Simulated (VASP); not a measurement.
# Ti5O in VASP: single point with r2SCAN

Aim: the single point of Ti5O with r2SCAN.

All numbers are computed with VASP 6.6.1; they aren't measurements. Logs are shortened: lines on timing, memory, paths and dates and some standing lists are left out, and cuts for length are marked.

**1. The cell of the first run**

The cell holds a slab with vacuum, 6 atoms: a = 2.936 Å, b = 2.936 Å, c = 28.272 Å, α = 90.00°, β = 90.00°, γ = 120.00°.

**2. Single point, r2SCAN**

Input file POSCAR:

```
Ti5O
1.0
    2.9357969430      0.0000000000      0.0000000000
   -1.4678984715      2.5424747330      0.0000000000
    0.0000000000      0.0000000000     28.2723858137
Ti O
5 1
Direct
    0.6666666667      0.3333333333      0.3006467178
    0.3333333333      0.6666666667      0.3826382578
    0.6682813381      0.3317186619      0.4664479202
    0.3336168795      0.6663831205      0.5471794826
    0.7261347602      0.2738652398      0.6354858661
    0.0629001750     -0.0629001750      0.6656099608
```

Input file INCAR.step1:

```
  PREC = Accurate
  ENCUT = 580
  ISMEAR = -4
  SIGMA = 0.1
  LREAL = F
  LASPH = T
  NELM = 120
  LDIPOL = T
  IDIPOL = 3
  DIPOL = 0.5 0.5 0.500
  NBANDS = 42
  GGA = PE
  ALGO = Normal
  EDIFF = 1E-5
  LWAVE = T
  LCHARG = F
  GGA_COMPAT = F
  NELMDL = -8
```

Input file INCAR.step2:

```
  PREC = Accurate
  ENCUT = 580
  EDIFF = 1E-6
  ISMEAR = -4
  SIGMA = 0.1
  LREAL = F
  LASPH = T
  NELM = 120
  ALGO = Normal
  ISIF = 2
  LWAVE = F
  LCHARG = F
  LDIPOL = T
  IDIPOL = 3
  DIPOL = 0.5 0.5 0.500
  METAGGA = R2SCAN
  LMIXTAU = T
  NBANDS = 42
  ISTART = 1
  GGA_COMPAT = F
```

Input file KPOINTS:

```
regular mesh
0
Gamma
  12 12 1
```

Potentials or basis: VASP PAW PBE potentials, release 64 (Ti_sv, O).

Command:

```
cat potpaw_PBE.64/Ti_sv/POTCAR potpaw_PBE.64/O/POTCAR > POTCAR
cp INCAR.step1 INCAR
mpirun -np 1 vasp_std > vasp.out
cp INCAR.step2 INCAR
mpirun -np 1 vasp_std > vasp.out
```

OUTCAR:

```text
PREC = Accurate
   ENCUT = 580
   EDIFF = 1E-6
   ISMEAR = -4
   LREAL = F
   LASPH = T
   NELM = 120
   ISIF = 2
   METAGGA = R2SCAN
   ISTART = 1

 ion  position               nearest neighbor table
   1  0.667  0.333  0.301-   2 2.87   2 2.87   2 2.87
   2  0.333  0.667  0.383-   1 2.87   1 2.87   1 2.87   3 2.91   3 2.91   3 2.92
   3  0.668  0.332  0.466-   4 2.84   4 2.84   4 2.85   2 2.91   2 2.91   2 2.92
   4  0.334  0.666  0.547-   3 2.84   3 2.84   3 2.85
   5  0.726  0.274  0.635-   6 1.89   6 1.89   6 1.91
   6  0.063  0.937  0.666-   5 1.89   5 1.89   5 1.91

  LATTYP: Found a hexagonal cell.
 ALAT       =     2.9357969430
 C/A-ratio  =     9.6302252379

  Lattice vectors:

 A1 = (   2.9357969430,   0.0000000000,   0.0000000000)
 A2 = (  -1.4678984715,   2.5424747330,   0.0000000000)
 A3 = (   0.0000000000,   0.0000000000,  28.2723858137)

Analysis of symmetry for initial positions (statically):
=====================================================================
 Subroutine PRICEL returns:
 Original cell was already a primitive cell.

 Routine SETGRP: Setting up the symmetry group for a
 hexagonal supercell.

 Subroutine GETGRP returns: Found  2 space group operations
 (whereof  2 operations were pure point group operations)
 out of a pool of 24 trial point group operations.

The static configuration has the point symmetry C_1h.

Analysis of symmetry for dynamics (positions and initial velocities):
=====================================================================
 Subroutine PRICEL returns:
 Original cell was already a primitive cell.

 Routine SETGRP: Setting up the symmetry group for a
 hexagonal supercell.

 Subroutine GETGRP returns: Found  2 space group operations
 (whereof  2 operations were pure point group operations)
 out of a pool of 24 trial point group operations.

The dynamic configuration has the point symmetry C_1h.

 Subroutine INISYM returns: Found  2 space group operations
 (whereof  2 operations are pure point group operations),
 and found     1 'primitive' translations

----------------------------------------------------------------------------------------

                                     Primitive cell

  volume of cell :     211.0304

  direct lattice vectors                    reciprocal lattice vectors
     2.935796943  0.000000000  0.000000000     0.340623013  0.196658788  0.000000000
[... 105 lines left out ...]
   TEBEG  =    0.0;   TEEND  =   0.0 temperature during run
   PSTRESS=    0.0 pullay stress
   NELECT =      66.0000    total number of electrons
   NUPDOWN=      -1.0000    fix difference up-down
   EMIN   =  10.00;   EMAX   =-10.00  energy-range for DOS
   EFERMI =   0.00;   METHOD = LEGACY
   ISMEAR =    -4;   SIGMA  =   0.10  broadening in eV -4-tet -1-fermi 0-gaus
   EFERMI_NEDOS =   21; number of points for ismear=-14 and -15
   IALGO  =     38    algorithm
   IMIX   =      4    mixing-type and parameters
     AMIX     =   0.40;   BMIX     =  1.00
     AMIX_MAG =   1.60;   BMIX_MAG =  1.00
  volume/ion in A,a.u.               =      35.17       237.35
  Fermi-wavevector in a.u.,A,eV,Ry     =   1.111240  2.099939 16.801206  1.234854
  Thomas-Fermi vector in A             =   2.247801
   LORBIT       =      0    0 simple, 1 ext, 2 COOP (PROOUT), +10 PAW based schemes
   METAGGA = R2SCAN    functional components
   LHFCALC =     F    Hartree Fock is set to
   AEXX    =    0.0000 exact exchange contribution
   IVDW    =     0    specifies the selected vdW correction
   LEPSILON=     F    determine dielectric tensor
   LRPA    =     F    only Hartree local field effects (RPA)
 non-spin polarized calculation
 Fermi weights with tetrahedron method witout Bloechl corrections
  energy-cutoff  :      580.00
  volume of cell :      211.03
 maximum number of plane-waves:      6732
   NGX = 11   NGY = 11   NGZ =111

 dipolmoment           0.000000      0.000000     -0.024536 electrons x Angstroem

 number of electron      65.9999990 magnetization

 dipolmoment           0.000000      0.000000      0.014165 electrons x Angstroem

 Free energy of the ion-electron system (eV)
  ---------------------------------------------------
  ext. energy  EPLUGINS =         0.00000000
  ---------------------------------------------------
  free energy    TOTEN  =       -74.36476243 eV

  energy without entropy =      -74.36476243  energy(sigma->0) =      -74.36476243

 E-fermi :   0.9979     XC(G=0):  -5.9612

 val. band max:        1.0220822323   @ k =  -0.4167   0.3333   0.0000
 cond. band min:       0.9996793541   @ k =  -0.2500  -0.4167   0.0000
 fundamental gap:     -0.0224028782
 Fermi energy:         0.9979477203

 k-point     1 :       0.0000    0.0000    0.0000
  band No.  band energies     occupation
      1     -58.8920      2.00000
      2     -58.3639      2.00000
      3     -58.1698      2.00000
      4     -58.1131      2.00000
      5     -58.0522      2.00000
      6     -34.1428      2.00000
[... 1069 lines left out ...]
     41       3.0311      0.00000
     42       3.4162      0.00000

 [... further k-points ...]

------------------------ aborting loop because EDIFF is reached ----------------------------------------

 vacuum level on the upper side and lower side of the slab       (xc-potential included)         0.124        -0.215

  FORCE on cell =-STRESS in cart. coord.  units (eV):
  Direction    XX          YY          ZZ          XY          YZ          ZX
  --------------------------------------------------------------------------------------
  -------------------------------------------------------------------------------------
  Total        1.4471190      2.3906810     -1.0561441      0.8171487      0.0385524     -0.0667757
  in kB       10.9867616     18.1504374     -8.0184170      6.2039252      0.2926958     -0.5069722
  external PRESSURE =       7.0395940 kB  Pullay stress =       0.0000000 kB

 VOLUME and BASIS-vectors are now :
 -----------------------------------------------------------------------------
  energy-cutoff  :      580.00
  volume of cell :      211.03
      direct lattice vectors                 reciprocal lattice vectors
     2.935796943  0.000000000  0.000000000     0.340623013  0.196658788  0.000000000
    -1.467898472  2.542474733  0.000000000     0.000000000  0.393317576  0.000000000
     0.000000000  0.000000000 28.272385814     0.000000000  0.000000000  0.035370202

 POSITION                                       TOTAL-FORCE (eV/Angst)
 -----------------------------------------------------------------------------------
      1.46790      0.84749      8.50000         0.001157     -0.000668      0.524038
     -0.00000      1.69498     10.81810         0.009849     -0.005686     -0.568781
      1.47501      0.84339     13.18760        -0.002999      0.001731      0.029398
      0.00125      1.69426     15.47007        -0.006889      0.003977      0.023815
      1.72978      0.69630     17.96670         0.020046     -0.011574     -0.127240
     -1.19091      2.38255     18.81838        -0.021165      0.012219      0.118770
 -----------------------------------------------------------------------------------
    total drift:                               -0.000072      0.000042     -0.002922

  FREE ENERGIE OF THE ION-ELECTRON SYSTEM (eV)
  ---------------------------------------------------
  free  energy   TOTEN  =       -74.3647624251 eV

  energy  without entropy=      -74.3647624251  energy(sigma->0) =      -74.36476243

 vacuum level on the upper side and lower side of the slab         5.942         5.596
```

OSZICAR.step1:

```text
N       E                     dE             d eps       ncg     rms          rms(c)
DAV:   1     0.918467841419E+03    0.91847E+03   -0.37432E+04  3964   0.176E+03
DAV:   2     0.853134964472E+02   -0.83315E+03   -0.81451E+03  3808   0.542E+02
DAV:   3    -0.359016319470E+02   -0.12122E+03   -0.11822E+03  6088   0.178E+02
[... 25 lines left out ...]
DAV:  29    -0.475190319506E+02   -0.48025E-04   -0.21642E-04  4664   0.102E-01    0.230E-02
DAV:  30    -0.475191101108E+02   -0.78160E-04   -0.49998E-05  3608   0.366E-02    0.232E-02
DAV:  31    -0.475191224165E+02   -0.12306E-04   -0.14247E-05  2776   0.293E-02    0.195E-02
DAV:  32    -0.475191588167E+02   -0.36400E-04   -0.11406E-05  2520   0.248E-02    0.159E-02
DAV:  33    -0.475191669157E+02   -0.80990E-05   -0.51804E-06  2264   0.211E-02
   1 F= -.47519167E+02 E0= -.47519167E+02  d E =0.000000E+00
```

It took 33 min on 1 thread of Intel Xeon 6975P-C (Granite Rapids), shared host; peak memory 0.58 GiB.

What came out:

```
Free energy            : -74.3648 eV
Largest force          : 0.569 eV/Å
Band gap on the k mesh : zero (bands 33 and 34 overlap by 1.20 eV)
```

Forces in eV/Å, atoms in the order of the input:
```
Ti   0.001 -0.001  0.524
Ti   0.010 -0.006 -0.569
Ti  -0.003  0.002  0.029
Ti  -0.007  0.004  0.024
Ti   0.020 -0.012 -0.127
O   -0.021  0.012  0.119
```

Caveat: the PAW data sets were made with another functional, which shifts forces and pressure a little; tetrahedron occupations give inexact forces and stress in metals.
